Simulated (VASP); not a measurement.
ZnO:

```
CELL_PARAMETERS angstrom
2.80695 0.00000 0.00000
-1.40348 2.43089 0.00000
0.00000 0.00000 4.58375
ATOMIC_POSITIONS crystal
Zn 0.33333 0.66667 0.00000
Zn 0.66667 0.33333 0.50000
O 0.33333 0.66667 0.37500
O 0.66667 0.33333 0.87500
```

| Quantity | Value |
| --- | --- |
| Program | VASP 6.6.1 |
| Task | relaxation of cell and atoms |
| Functional | PBE |
| Potentials or basis | VASP PAW PBE potentials, release 64 (Zn, O) |
| Cutoff | 600 eV |
| k mesh | 12 × 12 × 6 |
| Occupations | fermi-dirac, width 0.02 eV |
| Spin | no spin polarisation |

At the start: pressure 165.3 GPa; volume 7.82 Å³/atom.

Problem. How do energy, volume and symmetry change on relaxing?

Solution. Over 18 steps the energy falls by 1555.0 meV/atom and the volume is 12.29 Å³/atom (+57.2 %); space group P6_3mc (No. 186, to 0.1 Å) before and after.

Step by step:
| step | energy change (eV) | largest force (eV/Å) | pressure (GPa) | volume (Å³) |
| --- | --- | --- | --- | --- |
| 1 | 0.0000 | 0.1259 | 165.30 | 31.28 |
| 2 | -0.9636 | 0.0633 | -35.79 | 83.85 |
| 3 | -6.1801 | 0.0774 | -5.65 | 51.21 |
| 4 | -6.2110 | 0.0757 | -2.43 | 49.99 |
| 5 | -6.2173 | 0.0741 | 0.03 | 49.13 |
| 6 | -6.2159 | 0.0749 | -1.14 | 49.55 |
| 7 | -6.2180 | 0.0501 | 0.73 | 48.99 |
| 8 | -6.2181 | 0.0544 | 0.21 | 49.09 |
| 9 | -6.2181 | 0.0540 | 0.22 | 49.08 |
| 10 | -6.2181 | 0.0524 | 0.34 | 49.03 |
| 11 | -6.2181 | 0.0527 | 0.35 | 49.06 |
| 12 | -6.2181 | 0.0538 | 0.28 | 49.07 |
| 13 | -6.2189 | 0.0372 | 0.16 | 49.10 |
| 14 | -6.2200 | 0.0077 | 0.00 | 49.17 |
| 15 | -6.2200 | 0.0116 | -0.02 | 49.18 |
| 16 | -6.2200 | 0.0065 | 0.07 | 49.16 |
| 17 | -6.2200 | 0.0016 | 0.03 | 49.17 |
| 18 | -6.2200 | 0.0007 | -0.01 | 49.17 |

Final structure:
```xyz
4
Lattice="3.2748 0.0000 0.0000 -1.6374 2.8361 0.0000 0.0000 0.0000 5.2938" Properties=species:S:1:pos:R:3 pbc="T T T"
Zn    0.0000    1.8907    5.2840
Zn    1.6374    0.9454    2.6371
O     0.0000    1.8907    1.9950
O     1.6374    0.9454    4.6419
```

Caveat: the volume moved by over 15 % at a fixed basis, so the end points are rough.
